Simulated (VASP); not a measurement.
Runs of VASP 6.6.1 on BaTiO3. The structure is that of space group Pm-3m (No. 221), or close to it. The cells are those of the table. 

| task | cell | gap on the mesh (eV) | pressure (GPa) |
| --- | --- | --- | --- |
| single point | a = 4.060 Å, 5 atoms | 1.66 | (b) |
| electric field gradients | a = 4.007 Å, 5 atoms | 1.74 | 3.2 |
| single point | a = 3.967, b = 3.967, c = 4.007 Å, 5 atoms | 1.76 | 7.0 |
| electric field gradients | a = 4.087, b = 4.087, c = 4.007 Å, 5 atoms | (a) | -3.0 |
| electric field gradients | a = 3.967, b = 3.967, c = 4.007 Å, 5 atoms | 1.76 | 7.0 |
| single point | a = 3.980 Å, 5 atoms | 1.78 | 7.0 |

Alike in all rows: level PBE; potentials or basis VASP PAW PBE potentials, release 64 (Ba_sv, Ti_sv, O); no spin polarisation; k mesh 8 × 8 × 8; cutoff (eV) 520; smearing fermi-dirac 0.05 eV.

Problem. Estimate the missing entries.

Solution. (a) 1.62; (b) -3.1.

Caveats: spin-orbit coupling is left out, which moves the levels of the heavy elements; the cell stands under pressure (at least some runs); the cell stands under tension (at least some runs).

A k mesh can miss the band edges, and the runs leave out spin-orbit coupling on Ba.
